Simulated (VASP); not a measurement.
# Zn2W (P6_3/mmc) in VASP: further runs

Zn2W is run at these levels: r2SCAN; tasks: single point, relaxation of cell and atoms.

All numbers are computed with VASP 6.6.1; they aren't measurements. Logs are shortened: lines on timing, memory, paths and dates and some standing lists are left out, and cuts for length are marked.

## Step 1: The cell of the first run

The structure is hexagonal, space group P6_3/mmc (No. 194). Conventional cell: a = 2.910 Å, b = 2.910 Å, c = 11.317 Å, α = 90.00°, β = 90.00°, γ = 120.00°. Zn (site symmetry 3m) has 3 W at 2.18 Å and 7 Zn at 2.77 to 2.91 Å within 3.0 Å. W (site symmetry -6m2) has 6 Zn at 2.18 Å and 6 W at 2.91 Å within 3.0 Å.

## Step 2: Single point, r2SCAN

Input file POSCAR:

```
Zn2W
1.0
    2.9095420170      0.0000000000      0.0000000000
   -1.4547710085      2.5197373001      0.0000000000
    0.0000000000      0.0000000000     11.3169253319
Zn W
4 2
Direct
    0.3333333333      0.6666666667      0.6275000000
    0.6666666667      0.3333333333      0.1275000000
    0.3333333333      0.6666666667      0.8725000000
    0.6666666667      0.3333333333      0.3725000000
    0.3333333333      0.6666666667      0.2500000000
    0.6666666667      0.3333333333      0.7500000000
```

Input file INCAR.step1:

```
  PREC = Accurate
  ENCUT = 520
  ISMEAR = 0
  SIGMA = 0.1
  LREAL = F
  LASPH = T
  NELM = 100
  NBANDS = 47
  GGA = PE
  ALGO = Normal
  EDIFF = 1E-4
  LWAVE = T
  LCHARG = F
```

Input file INCAR.step2:

```
  PREC = Accurate
  ENCUT = 520
  EDIFF = 1E-6
  ISMEAR = 0
  SIGMA = 0.1
  LREAL = F
  LASPH = T
  NELM = 100
  ALGO = Normal
  ISIF = 2
  LWAVE = F
  LCHARG = T
  METAGGA = R2SCAN
  LMIXTAU = T
  LELF = T
  LVHAR = T
  NBANDS = 47
  ISTART = 1
```

Input file KPOINTS:

```
regular mesh
0
Gamma
  6 6 2
```

Potentials or basis: VASP PAW PBE potentials, release 64 (Zn, W_sv).

Run with:

```sh
> cat potpaw_PBE.64/Zn/POTCAR potpaw_PBE.64/W_sv/POTCAR > POTCAR
> cp INCAR.step1 INCAR
> mpirun -np 1 vasp_std > vasp.out
> cp INCAR.step2 INCAR
> mpirun -np 1 vasp_std > vasp.out
```

OUTCAR:

```text
PREC = Accurate
   ENCUT = 520
   EDIFF = 1E-6
   ISMEAR = 0
   LREAL = F
   LASPH = T
   NELM = 100
   ISIF = 2
   METAGGA = R2SCAN
   ISTART = 1

 ion  position               nearest neighbor table
   1  0.333  0.667  0.627-   6 2.18   6 2.18   6 2.18   3 2.77
   2  0.667  0.333  0.127-   5 2.18   5 2.18   5 2.18   4 2.77
   3  0.333  0.667  0.873-   6 2.18   6 2.18   6 2.18   1 2.77
   4  0.667  0.333  0.373-   5 2.18   5 2.18   5 2.18   2 2.77
   5  0.333  0.667  0.250-   2 2.18   4 2.18   2 2.18   4 2.18   2 2.18   4 2.18
   6  0.667  0.333  0.750-   1 2.18   3 2.18   1 2.18   3 2.18   1 2.18   3 2.18

  LATTYP: Found a hexagonal cell.
 ALAT       =     2.9095420170
 C/A-ratio  =     3.8895899306

  Lattice vectors:

 A1 = (   2.9095420170,   0.0000000000,   0.0000000000)
 A2 = (  -1.4547710085,   2.5197373001,   0.0000000000)
 A3 = (   0.0000000000,   0.0000000000,  11.3169253319)

Analysis of symmetry for initial positions (statically):
=====================================================================
 Subroutine PRICEL returns:
 Original cell was already a primitive cell.

 Routine SETGRP: Setting up the symmetry group for a
 hexagonal supercell.

 Subroutine GETGRP returns: Found 24 space group operations
 (whereof 12 operations were pure point group operations)
 out of a pool of 24 trial point group operations.

The static configuration has the point symmetry D_3d.
 The point group associated with its full space group is D_6h.

Analysis of symmetry for dynamics (positions and initial velocities):
=====================================================================
 Subroutine PRICEL returns:
 Original cell was already a primitive cell.

 Routine SETGRP: Setting up the symmetry group for a
 hexagonal supercell.

 Subroutine GETGRP returns: Found 24 space group operations
 (whereof 12 operations were pure point group operations)
 out of a pool of 24 trial point group operations.

The dynamic configuration has the point symmetry D_3d.
 The point group associated with its full space group is D_6h.

 Subroutine INISYM returns: Found 24 space group operations
 (whereof 12 operations are pure point group operations),
 and found     1 'primitive' translations

----------------------------------------------------------------------------------------

                                     Primitive cell

  volume of cell :      82.9676

  direct lattice vectors                    reciprocal lattice vectors
     2.909542017  0.000000000  0.000000000     0.343696704  0.198433384  0.000000000
    -1.454771009  2.519737300  0.000000000     0.000000000  0.396866769  0.000000000
     0.000000000  0.000000000 11.316925332     0.000000000  0.000000000  0.088363223

  length of vectors
     2.909542017  2.909542017 11.316925332     0.396866769  0.396866769  0.088363223

  position of ions in fractional coordinates (direct lattice)
     0.333333333  0.666666667  0.627500000
     0.666666667  0.333333333  0.127500000
     0.333333333  0.666666667  0.872500000
     0.666666667  0.333333333  0.372500000
     0.333333333  0.666666667  0.250000000
     0.666666667  0.333333333  0.750000000

  ion indices of the primitive-cell ions
   primitive index   ion index
                 1           1
                 2           2
                 3           3
                 4           4
                 5           5
                 6           6

----------------------------------------------------------------------------------------

 KPOINTS: regular mesh

Automatic generation of k-mesh.
 Grid dimensions read from file:
 generate k-points for:    6    6    2

 Generating k-lattice:

  Cartesian coordinates                     Fractional coordinates (reciprocal lattice)
     0.057282784  0.033072231  0.000000000     0.166666667 -0.000000000  0.000000000
     0.000000000  0.066144461  0.000000000     0.000000000  0.166666667  0.000000000
     0.000000000  0.000000000  0.044181612     0.000000000  0.000000000  0.500000000

  Length of vectors
     0.066144461  0.066144461  0.044181612

  Shift w.r.t. Gamma in fractional coordinates (k-lattice)
     0.000000000  0.000000000  0.000000000

 Subroutine IBZKPT returns following result:
 ===========================================

 Found     14 irreducible k-points:

 Following reciprocal coordinates:
            Coordinates               Weight
  0.000000  0.000000  0.000000      1.000000
  0.166667  0.000000  0.000000      6.000000
  0.333333  0.000000  0.000000      6.000000
  0.500000  0.000000  0.000000      3.000000
  0.166667  0.166667  0.000000      6.000000
  0.333333  0.166667  0.000000     12.000000
  0.333333  0.333333  0.000000      2.000000
  0.000000  0.000000  0.500000      1.000000
  0.166667  0.000000  0.500000      6.000000
  0.333333  0.000000  0.500000      6.000000
  0.500000  0.000000  0.500000      3.000000
  0.166667  0.166667  0.500000      6.000000
  0.333333  0.166667  0.500000     12.000000
  0.333333  0.333333  0.500000      2.000000
   k-points           NKPTS =     14   k-points in BZ     NKDIM =     14   number of bands    NBANDS=     47
   number of dos      NEDOS =    301   number of ions     NIONS =      6
   total plane-waves  NPLWV =  48384
   dimension x,y,z NGX =    24 NGY =   24 NGZ =   84
   dimension x,y,z NGXF=    48 NGYF=   48 NGZF=  168
   ions per type =               4   2
   NGX,Y,Z   is equivalent  to a cutoff of  13.71, 13.71, 12.34 a.u.
   NGXF,Y,Z  is equivalent  to a cutoff of  27.43, 27.43, 24.68 a.u.
 SYSTEM =  unknown system
   PREC   = accura    normal or accurate (medium, high low for compatibility)
   ISTART =      1    job   : 0-new  1-cont  2-samecut
   ICHARG =      0    charge: 1-file 2-atom 10-const
   ISPIN  =      1    spin polarized calculation?
   LNONCOLLINEAR =      F non collinear calculations
   LSORBIT =      F    spin-orbit coupling
   LASPH  =      T    aspherical Exc in radial PAW
   ENCUT  =  520.0 eV  38.22 Ry    6.18 a.u.   5.41  5.41 21.04*2*pi/ulx,y,z
   NELM   =    100;   NELMIN=  2; NELMDL=  0     # of ELM steps
   EDIFF  = 0.1E-05   stopping-criterion for ELM
   LREAL  =      F    real-space projection
   EDIFFG = 0.1E-04   stopping-criterion for IOM
   NSW    =      0    number of steps for IOM
   IBRION =     -1    ionic relax: 0-MD 1-quasi-New 2-CG
   NFREE  =      0    steps in history (QN), initial steepest desc. (CG)
   ISIF   =      2    stress and relaxation
   ISYM   =      2    0-nonsym 1-usesym 2-fastsym
   POTIM  = 0.5000    time-step for ionic-motion
   TEBEG  =    0.0;   TEEND  =   0.0 temperature during run
   PSTRESS=    0.0 pullay stress
   NELECT =      76.0000    total number of electrons
   NUPDOWN=      -1.0000    fix difference up-down
   EMIN   =  10.00;   EMAX   =-10.00  energy-range for DOS
   EFERMI =   0.00;   METHOD = LEGACY
   ISMEAR =     0;   SIGMA  =   0.10  broadening in eV -4-tet -1-fermi 0-gaus
   EFERMI_NEDOS =   21; number of points for ismear=-14 and -15
   IALGO  =     38    algorithm
   IMIX   =      4    mixing-type and parameters
     AMIX     =   0.40;   BMIX     =  1.00
     AMIX_MAG =   1.60;   BMIX_MAG =  1.00
  volume/ion in A,a.u.               =      13.83        93.32
  Fermi-wavevector in a.u.,A,eV,Ry     =   1.589925  3.004522 34.393634  2.527861
  Thomas-Fermi vector in A             =   2.688699
   LORBIT       =      0    0 simple, 1 ext, 2 COOP (PROOUT), +10 PAW based schemes
   METAGGA = R2SCAN    functional components
   LHFCALC =     F    Hartree Fock is set to
   AEXX    =    0.0000 exact exchange contribution
   IVDW    =     0    specifies the selected vdW correction
   LEPSILON=     F    determine dielectric tensor
   LRPA    =     F    only Hartree local field effects (RPA)
 non-spin polarized calculation
 Gauss-broadening in eV      SIGMA  =   0.10
  energy-cutoff  :      520.00
  volume of cell :       82.97
 maximum number of plane-waves:      2287
 NGX is ok and might be reduce to    24
   NGX = 11   NGY = 11   NGZ = 43

 number of electron      76.0000001 magnetization

 Free energy of the ion-electron system (eV)
  ---------------------------------------------------
  ext. energy  EPLUGINS =         0.00000000
  ---------------------------------------------------
  free energy    TOTEN  =      -121.36923933 eV

  energy without entropy =     -121.33807291  energy(sigma->0) =     -121.35365612

 E-fermi :   6.5776     XC(G=0): -13.6592

 val. band max:        6.5700057069   @ k =   0.5000   0.0000   0.0000
 cond. band min:       6.5826707532   @ k =   0.1667   0.0000   0.0000
 fundamental gap:      0.0126650463
 Fermi energy:         6.5776293905

 k-point     1 :       0.0000    0.0000    0.0000
  band No.  band energies     occupation
      1     -68.7792      2.00000
      2     -68.7792      2.00000
      3     -32.9486      2.00000
      4     -32.9483      2.00000
      5     -32.2862      2.00000
      6     -32.2862      2.00000
[... 39 lines left out ...]
     46      15.2221      0.00000
     47      18.3616      0.00000

 k-point     2 :       0.1667    0.0000    0.0000
  band No.  band energies     occupation
      1     -68.7617      2.00000
      2     -68.7617      2.00000
      3     -32.9159      2.00000
      4     -32.9157      2.00000
      5     -32.5232      2.00000
      6     -32.5232      2.00000
[... 39 lines left out ...]
     46      16.1382      0.00000
     47      17.2253      0.00000

 k-point     3 :       0.3333    0.0000    0.0000
  band No.  band energies     occupation
      1     -68.7266      2.00000
      2     -68.7266      2.00000
      3     -32.9755      2.00000
      4     -32.9755      2.00000
      5     -32.8504      2.00000
      6     -32.8503      2.00000
[... 539 lines left out ...]
     46      12.1236      0.00000
     47      12.9100      0.00000

 k-point    14 :       0.3333    0.3333    0.5000
  band No.  band energies     occupation
      1     -68.7001      2.00000
      2     -68.7001      2.00000
      3     -32.9442      2.00000
      4     -32.9442      2.00000
      5     -32.9051      2.00000
      6     -32.9051      2.00000
[... 39 lines left out ...]
     46      10.9625      0.00000
     47      11.7707      0.00000

------------------------ aborting loop because EDIFF is reached ----------------------------------------

  FORCE on cell =-STRESS in cart. coord.  units (eV):
  Direction    XX          YY          ZZ          XY          YZ          ZX
  --------------------------------------------------------------------------------------
  -------------------------------------------------------------------------------------
  Total       46.0584629     46.0584629     65.8724793      0.0000000      0.0000000      0.0000000
  in kB      889.4297951    889.4297951   1272.0560371      0.0000000      0.0000000      0.0000000
  external PRESSURE =    1016.9718758 kB  Pullay stress =       0.0000000 kB

 VOLUME and BASIS-vectors are now :
 -----------------------------------------------------------------------------
  energy-cutoff  :      520.00
  volume of cell :       82.97
      direct lattice vectors                 reciprocal lattice vectors
     2.909542017  0.000000000  0.000000000     0.343696704  0.198433384  0.000000000
    -1.454771009  2.519737300  0.000000000     0.000000000  0.396866769  0.000000000
     0.000000000  0.000000000 11.316925332     0.000000000  0.000000000  0.088363223

 POSITION                                       TOTAL-FORCE (eV/Angst)
 -----------------------------------------------------------------------------------
     -0.00000      1.67982      7.10137         0.000000      0.000000    -12.564893
      1.45477      0.83991      1.44291        -0.000000      0.000000    -12.564893
     -0.00000      1.67982      9.87402         0.000000     -0.000000     12.564893
      1.45477      0.83991      4.21555        -0.000000     -0.000000     12.564893
     -0.00000      1.67982      2.82923        -0.000000     -0.000000      0.000000
      1.45477      0.83991      8.48769        -0.000000      0.000000      0.000000
 -----------------------------------------------------------------------------------
    total drift:                               -0.000000      0.000000     -0.000000

  FREE ENERGIE OF THE ION-ELECTRON SYSTEM (eV)
  ---------------------------------------------------
  free  energy   TOTEN  =      -121.3692393349 eV

  energy  without entropy=     -121.3380729089  energy(sigma->0) =     -121.35365612
```

Wall time 2.9 min (1 thread of AMD EPYC 9R45 (Zen 5), shared host); peak memory 0.21 GiB.

What came out:

| Quantity | Value |
| --- | --- |
| Free energy | -121.3692 eV |
| Pressure | 101.7 GPa |
| Largest force | 12.565 eV/Å |
| Band gap on the k mesh | zero (bands 38 and 39 overlap by 0.65 eV) |

Forces in eV/Å, atoms in the order of the input:
```
Zn    0.000   0.000 -12.565
Zn    0.000   0.000 -12.565
Zn    0.000   0.000  12.565
Zn    0.000   0.000  12.565
W     0.000   0.000   0.000
W     0.000   0.000   0.000
```

Levels at points of the mesh, in eV from the Fermi level:
```
           k point  band 36  band 37  band 38  band 39  band 40  band 41
(0.00, 0.00, 0.00)    -0.81    -0.79    -0.79     1.29     2.11     2.11
(0.50, 0.00, 0.00)    -1.39    -0.98    -0.01     0.03     0.16     3.00
(0.00, 0.00, 0.50)    -0.80    -0.80    -0.80     1.76     1.76     2.12
(0.50, 0.00, 0.50)    -1.77    -0.25    -0.25     0.09     0.09     3.30
```

Caveat: the k points lie up to 0.42 Å⁻¹ apart, too coarse for converged energies and pressures of a metal; the PAW data sets were made with another functional, which shifts forces and pressure a little; spin-orbit coupling is left out, which moves the levels of the heavy elements.

## Step 3: Single point, r2SCAN

This run uses another cell than the first one, of 14.84 Å³/atom.

Input file POSCAR:

```
Zn2W
1.0
    2.7934476962      0.0000000000      0.0000000000
   -1.3967238481      2.4191966690      0.0000000000
    0.0000000000      0.0000000000     13.1786046838
Zn W
4 2
Direct
    0.3333333333      0.6666666667      0.5807322088
    0.6666666667      0.3333333333      0.0807322088
    0.3333333333      0.6666666667      0.9192677912
    0.6666666667      0.3333333333      0.4192677912
    0.3333333333      0.6666666667      0.2500000000
    0.6666666667      0.3333333333      0.7500000000
```

Input file INCAR.step1:

```
PREC = Accurate
ENCUT = 520
ISMEAR = 0
SIGMA = 0.1
LREAL = False
LASPH = True
NELM = 100
NBANDS = 47
GGA = PE
ALGO = Normal
EDIFF = 1E-4
LWAVE = True
LCHARG = False
```

Input file INCAR.step2:

```
PREC = Accurate
ENCUT = 520
EDIFF = 1E-6
ISMEAR = 0
SIGMA = 0.1
LREAL = False
LASPH = True
NELM = 100
ALGO = Normal
ISIF = 2
LWAVE = False
LCHARG = True
METAGGA = R2SCAN
LMIXTAU = True
LELF = True
LVHAR = True
NBANDS = 47
ISTART = 1
```

KPOINTS is that of step 2.

Potentials or basis: VASP PAW PBE potentials, release 64 (Zn, W_sv).

Run with:

```sh
> cat potpaw_PBE.64/Zn/POTCAR potpaw_PBE.64/W_sv/POTCAR > POTCAR
> cp INCAR.step1 INCAR
> mpirun -np 1 vasp_std > vasp.out
> cp INCAR.step2 INCAR
> mpirun -np 1 vasp_std > vasp.out
```

Run time: 2.9 min. Hardware: 1 thread of AMD EPYC 9R45 (Zen 5), shared host; peak memory 0.22 GiB.

The run converged. Its results:

```yaml
Free_energy: -137.0273 eV
Pressure: 0.6 GPa
Largest_force: 0.013 eV/Å
Band_gap_on_the_k_mesh: zero (bands 38 and 39 overlap by 0.31 eV)
```

Forces in eV/Å, atoms in the order of the input:
```
Zn   0.000  0.000 -0.013
Zn   0.000  0.000 -0.013
Zn   0.000  0.000  0.013
Zn   0.000  0.000  0.013
W    0.000  0.000  0.000
W    0.000  0.000  0.000
```

Stress tensor (GPa, compression positive):
```
0.50 0.00 0.00
0.00 0.50 0.00
0.00 0.00 0.82
```

Levels at points of the mesh, in eV from the Fermi level:
```tsv
k point	band 35	band 36	band 37	band 38	band 39	band 40	band 41	band 42
(0.00, 0.00, 0.00)	-2.50	-1.83	-0.10	-0.10	-0.10	-0.10	3.14	3.14
(0.50, 0.00, 0.00)	-2.42	-1.86	-1.12	-0.78	1.35	1.69	1.77	2.67
(0.00, 0.00, 0.50)	-2.25	-2.25	-0.10	-0.10	-0.10	-0.10	3.14	3.14
(0.50, 0.00, 0.50)	-2.47	-2.47	-0.61	-0.61	1.38	1.38	1.73	1.73
```

Caveat: the k points lie up to 0.43 Å⁻¹ apart; the PAW data sets were made with another functional, which shifts forces and pressure a little; spin-orbit coupling is left out, which moves the levels of the heavy elements.

[end of part 1 of 2]

The gap in the log of VASP goes by the Fermi energy; the results here count the filled bands.